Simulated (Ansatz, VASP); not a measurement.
One calculation of ZnSe, two programs

The input INCAR:

```
  ALGO = Normal
  EDIFF = 1E-7
  ENCUT = 520
  GGA = PE
  ISIF = 2
  ISMEAR = 0
  LASPH = T
  LCHARG = F
  LREAL = F
  LWAVE = F
  NBANDS = 16
  NELM = 100
  PREC = Accurate
  SIGMA = 0.05
```

KPOINTS

```
k-points
0
Gamma
  10 10 10
```

Contents of POSCAR:

```
ZnSe
1.0
    0.0000000000      2.8196875384      2.9606719153
    2.8196875384      0.0000000000      2.9606719153
    2.8196875384      2.8196875384      0.0000000000
Zn Se
1 1
Direct
    0.0000000000      0.0000000000      0.0000000000
    0.7500000000      0.7500000000      0.7500000000
```

Input for Ansatz:

```yaml
crystal:
  lattice:
    - [0.0, 2.8196875384, 2.9606719153]
    - [2.8196875384, 0.0, 2.9606719153]
    - [2.8196875384, 2.8196875384, 0.0]
  atoms:
    - { symbol: Zn, position: [0.0, 0.0, 0.0] }
    - { symbol: Se, position: [0.75, 0.75, 0.75] }
basis:
  ecutwfc: 420
kpoints:
  mp_grid: { grid: [10, 10, 10] }
hamiltonian:
  xc: pbe
scf:
  occupations: { method: gaussian, width: 0.05 }
output:
  forces: true
  stress: true
  eigenvalues: true
```

Alike in both runs: task single point; functional PBE; k mesh 10 × 10 × 10; occupations gaussian, width 0.05 eV; no spin polarisation.

|  | VASP | Ansatz |
| --- | --- | --- |
| version | VASP 6.6.1 | Ansatz 0.2.0 |
| potentials or method | VASP PAW PBE potentials, release 64 (Zn, Se), cutoff 520 eV | scalar-relativistic, plane waves, PAW |
| valence electrons in the cell | 18 | 28 |

|  | VASP | Ansatz | Ansatz less VASP |
| --- | --- | --- | --- |
| gap on the k mesh at the Fermi level (eV) | 1.08 | 1.08 | -0.001 |
| least direct gap on the mesh (eV) | 1.08 | 1.08 | -0.001 |
| pressure (GPa) | 0.2 | 0.0 | -0.21 |
| traceless stress, the component that is largest in VASP (GPa) | -1.22 | -1.23 | -0.008 |

VASP's potentials hold 18 valence electrons a cell and Ansatz's 28, so a difference there can come from the potentials and not from the codes.
